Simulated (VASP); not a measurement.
## Zn (a cell with a defect): single point with PBE

Zn (a cell with a defect):

```xyz
17
Lattice="8.0554 0.0000 0.0000 -4.0277 6.9762 0.0000 0.0000 0.0000 4.9846" Properties=species:S:1:pos:R:3 pbc="T T T"
Zn    0.0034    1.5458    1.2339
Zn    1.3529    0.7678    3.7293
Zn   -1.3981    3.8627    1.2342
Zn    0.0040    3.1041    3.7272
Zn   -2.7197    6.1503    1.2365
Zn   -1.3588    5.4106    3.7240
Zn    2.7107    1.6025    1.2381
Zn    4.0317    0.7932    3.7270
Zn    1.4057    3.8619    1.2373
Zn    2.7168    3.1118    3.7364
Zn    0.0041    6.1974    1.2318
Zn    1.3671    5.4100    3.7214
Zn    6.7103    0.7683    3.7259
Zn    5.3523    1.6028    1.2345
Zn    5.3463    3.1126    3.7232
Zn    2.7266    6.1500    1.2361
Zn    4.0314    5.3903    3.7365
```

| Quantity | Value |
| --- | --- |
| Program | VASP 6.6.1 |
| Task | single point |
| Functional | PBE |
| Potentials or basis | VASP PAW PBE potentials, release 64 (Zn) |
| Cutoff | 520 eV |
| k mesh | 2 × 2 × 3 |
| Occupations | methfessel-paxton, width 0.15 eV |
| Spin | no spin polarisation |
| Dipole correction | no |
| Further INCAR settings | LREAL = Auto; ALGO = Normal; EDIFF = 1e-06; NBANDS = 116 |

```
Pressure               : -2.2 GPa
Largest force          : 0.009 eV/Å
Band gap on the k mesh : zero (band 102 reaches 3.37 eV, above the bottom of band 103 at 1.86 eV)
```

Forces on the atoms (eV/Å):
```
Zn   0.001  0.002  0.001
Zn  -0.006  0.001 -0.003
Zn  -0.004 -0.001 -0.001
Zn  -0.001 -0.006  0.001
Zn   0.001 -0.003  0.001
Zn   0.004  0.002  0.002
Zn   0.001  0.002  0.000
Zn   0.000 -0.002  0.000
Zn   0.003  0.000 -0.002
Zn   0.007  0.005 -0.002
Zn  -0.001 -0.001  0.000
Zn  -0.006  0.004  0.004
Zn   0.005  0.001  0.001
Zn  -0.001  0.003 -0.001
Zn  -0.006  0.004  0.000
Zn   0.001 -0.002 -0.001
Zn   0.001 -0.008 -0.002
```

Stress tensor (GPa, compression positive):
```
-5.22  0.00  0.00
 0.00 -5.22  0.00
 0.00  0.00  3.77
```

Levels at points of the mesh, in eV from the Fermi level:
| k point | band 101 | band 102 | band 103 | band 104 | band 105 | band 106 |
| --- | --- | --- | --- | --- | --- | --- |
| (0.00, 0.00, 0.00) | 0.03 | 0.13 | 0.13 | 0.40 | 0.42 | 0.42 |
| (0.50, 0.00, 0.00) | -0.75 | -0.40 | -0.01 | 0.66 | 0.72 | 0.88 |
| (0.00, 0.50, 0.00) | -0.75 | -0.40 | -0.01 | 0.66 | 0.72 | 0.88 |
| (0.50, 0.50, 0.00) | -0.75 | -0.40 | -0.01 | 0.66 | 0.72 | 0.88 |

Run time: 4.2 min on 1 thread of Intel(R) Xeon(R) 6975P-C (Granite Rapids), on a shared host, peak memory 0.44 GiB.

Caveat: the k points lie up to 0.45 Å⁻¹ apart.
